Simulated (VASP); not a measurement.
**B: single point with PBEsol**

Crystal: B.

```xyz
4
Lattice="1.4651 -2.6534 0.0000 1.4651 2.6534 0.0000 0.0000 0.0000 3.2491" Properties=species:S:1:pos:R:3 pbc="T T T"
B     1.4651    1.8226    0.2921
B     1.4651   -0.8308    1.3324
B     1.4651   -1.8226    2.9570
B     1.4651    0.8308    1.9166
```

| Property | Result |
| --- | --- |
| Program | VASP 6.6.1 |
| Task | single point |
| Functional | PBEsol |
| Potentials or basis | VASP PAW PBE potentials, release 64 (B) |
| Cutoff | 520 eV |
| k mesh | 6 × 6 × 6 |
| Occupations | gaussian, width 0.1 eV |
| Spin | no spin polarisation |
| Dipole correction | no |
| Further INCAR settings | ALGO = Normal; EDIFF = 1e-06; NBANDS = 14 |

```json
{
  "Pressure": "0.1 GPa",
  "Largest force": "0.018 eV/Å",
  "Band gap on the k mesh": "zero (band 6 reaches 9.46 eV, above the bottom of band 7 at 8.43 eV)"
}
```

Forces on the atoms (eV/Å):
```
B    0.000  0.009  0.015
B    0.000  0.009 -0.015
B    0.000 -0.009 -0.015
B    0.000 -0.009  0.015
```

Stress tensor (GPa, compression positive):
```
 0.16  0.00  0.00
 0.00 -0.01  0.00
 0.00  0.00  0.25
```

Levels at points of the mesh, in eV from the Fermi level:
| k point | band 4 | band 5 | band 6 | band 7 | band 8 | band 9 |
| --- | --- | --- | --- | --- | --- | --- |
| (0.00, 0.00, 0.00) | -4.62 | -3.48 | 0.59 | 0.93 | 2.53 | 2.57 |
| (0.50, 0.00, 0.00) | -5.65 | -4.57 | -4.57 | 1.58 | 1.58 | 6.08 |
| (0.50, 0.50, 0.00) | -5.37 | -3.51 | -1.71 | -0.44 | 0.64 | 4.65 |
| (0.00, 0.00, 0.50) | -1.90 | -1.45 | -1.45 | 0.91 | 0.91 | 6.48 |
| (0.50, 0.00, 0.50) | -10.48 | -4.30 | -4.30 | 2.05 | 2.05 | 10.45 |
| (0.50, 0.50, 0.50) | -9.31 | -3.87 | -3.87 | 0.85 | 0.85 | 9.30 |

It took 8.6 s on 1 thread of Intel(R) Xeon(R) Platinum 8375C CPU @ 2.90GHz (Ice Lake), with other jobs on the host, peak memory 0.14 GiB.

Caveat: the k points lie up to 0.41 Å⁻¹ apart; the PAW data sets were made with another functional, which shifts forces and pressure a little.
